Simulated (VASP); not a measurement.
A run of VASP 6.6.1:

The input INCAR:

```
  PREC = Accurate
  ENCUT = 520
  EDIFF = 1E-6
  ISMEAR = 0
  SIGMA = 0.1
  LREAL = False
  LASPH = True
  NELM = 80
  ALGO = Normal
  ISIF = 2
  LWAVE = False
  LCHARG = False
  NBANDS = 13
```

Contents of KPOINTS:

```
Automatic mesh
0
Gamma
  8 8 8
```

The input POSCAR:

```
Mo
1.0
   -1.5838089700      1.5838089700      1.5838089700
    1.5838089700     -1.5838089700      1.5838089700
    1.5838089700      1.5838089700     -1.5838089700
Mo
1
Direct
    0.0000000000      0.0000000000      0.0000000000
```

Potentials or basis: VASP PAW LDA potentials, release 64 (Mo_sv).

Launch:

```console
$ cat potpaw_LDA.64/Mo_sv/POTCAR > POTCAR
$ mpirun -np 1 vasp_std > vasp.out
```

Hardware: 1 thread of AMD EPYC 7R13, on a shared host.

Estimate the wall time of this run.

It took 9.7 s on 1 thread of AMD EPYC 7R13, on a shared host, peak memory 0.09 GiB. Counts: scf iterations 11, k points 29.
